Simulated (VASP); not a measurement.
## TaTe: single point with HSE06

Crystal: TaTe.

```xyz
2
Lattice="3.3873 0.0000 0.0000 0.0000 3.3873 0.0000 0.0000 0.0000 3.3873" Properties=species:S:1:pos:R:3 pbc="T T T"
Ta    1.6937    1.6937    1.6937
Te    0.0000    0.0000    0.0000
```

- Program: VASP 6.6.1
- Task: single point
- Functional: HSE06
- Potentials or basis: VASP PAW PBE potentials, release 64 (Ta_pv, Te)
- Cutoff: 520 eV
- k mesh: 4 × 4 × 4
- Occupations: fermi-dirac, width 0.05 eV
- Spin: no spin polarisation

```
Pressure : -1.0 GPa
```

Levels at points of the mesh, in eV from the Fermi level:
| k point | band 5 | band 6 | band 7 | band 8 | band 9 | band 10 | band 11 | band 12 |
| --- | --- | --- | --- | --- | --- | --- | --- | --- |
| (0.00, 0.00, 0.00) | -4.02 | -4.02 | -2.30 | -2.30 | -2.30 | 1.41 | 1.41 | 1.41 |
| (0.50, 0.00, 0.00) | -10.47 | -3.98 | -3.98 | -3.11 | 1.68 | 2.71 | 4.28 | 5.10 |
| (0.50, 0.50, 0.00) | -7.37 | -7.37 | -4.58 | -0.65 | -0.65 | 0.03 | 1.54 | 3.18 |
| (0.50, 0.50, 0.50) | -8.26 | -8.26 | -8.26 | 1.06 | 1.06 | 1.06 | 3.31 | 3.31 |

It took 14 min on 1 thread of Intel(R) Xeon(R) Platinum 8259CL CPU @ 2.50GHz (Skylake/Cascade Lake) (shared host), peak memory 0.26 GiB.

Caveat: the k points lie up to 0.46 Å⁻¹ apart; the PAW data sets were made with another functional, which shifts forces and pressure a little; spin-orbit coupling is left out, which moves the levels of the heavy elements.
